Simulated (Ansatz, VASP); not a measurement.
Two plane-wave programs on MgH2

File INCAR:

```
SYSTEM = MgH2
  ALGO = Normal
  EDIFF = 1E-6
  ENCUT = 520
  GGA = PE
  ISIF = 2
  ISMEAR = 0
  LASPH = .TRUE.
  LCHARG = .FALSE.
  LREAL = .FALSE.
  LWAVE = .FALSE.
  NBANDS = 13
  NELM = 80
  PREC = Accurate
  SIGMA = 0.01
```

File KPOINTS:

```
k-points
0
G
  6 6 8
  0 0 0
```

POSCAR

```
MgH2
1.0
    4.4848772627      0.0000000000      0.0000000000
    0.0000000000      4.4848772627      0.0000000000
    0.0000000000      0.0000000000      2.9964754819
Mg H
2 4
Direct
    0.0000000000      0.0000000000      0.0000000000
    0.5000000000      0.5000000000      0.5000000000
    0.3046815063      0.3046815063      0.0000000000
    0.1953184937      0.8046815063      0.5000000000
    0.8046815063      0.1953184937      0.5000000000
    0.6953184937      0.6953184937      0.0000000000
```

Input for Ansatz:

```yaml
crystal:
  lattice:
    - [4.4848772627, 0.0, 0.0]
    - [0.0, 4.4848772627, 0.0]
    - [0.0, 0.0, 2.9964754819]
  atoms:
    - { symbol: Mg, position: [0.0, 0.0, 0.0] }
    - { symbol: Mg, position: [0.5, 0.5, 0.5] }
    - { symbol: H, position: [0.3046815063, 0.3046815063, 0.0] }
    - { symbol: H, position: [0.1953184937, 0.8046815063, 0.5] }
    - { symbol: H, position: [0.8046815063, 0.1953184937, 0.5] }
    - { symbol: H, position: [0.6953184937, 0.6953184937, 0.0] }
kpoints:
  mp_grid: { grid: [6, 6, 8] }
hamiltonian:
  xc: pbe
scf:
  occupations: { method: fixed }
output:
  optics:
    e_range: [0, 18]
    de: 0.05
    sigma: 0.1
    bands: auto
    scissors: 1.18
```

Alike in both runs: task single point; functional PBE; k mesh 6 × 6 × 8; no spin polarisation.

|  | VASP | Ansatz |
| --- | --- | --- |
| version | VASP 6.6.1 | Ansatz 0.2.0 |
| potentials or method | VASP PAW PBE potentials, release 64 (Mg, H) | plane waves, PAW |
| plane-wave cutoff (eV) | 520 | 420 |
| occupations | gaussian, width 0.01 eV | fixed |
| valence electrons in the cell | 8 | 24 |

|  | VASP | Ansatz | Ansatz less VASP |
| --- | --- | --- | --- |
| gap on the k mesh at the Fermi level (eV) | 3.84 | 3.84 | +0.009 |

VASP's potentials hold 8 valence electrons a cell and Ansatz's 24, so a difference there can come from the potentials and not from the codes.
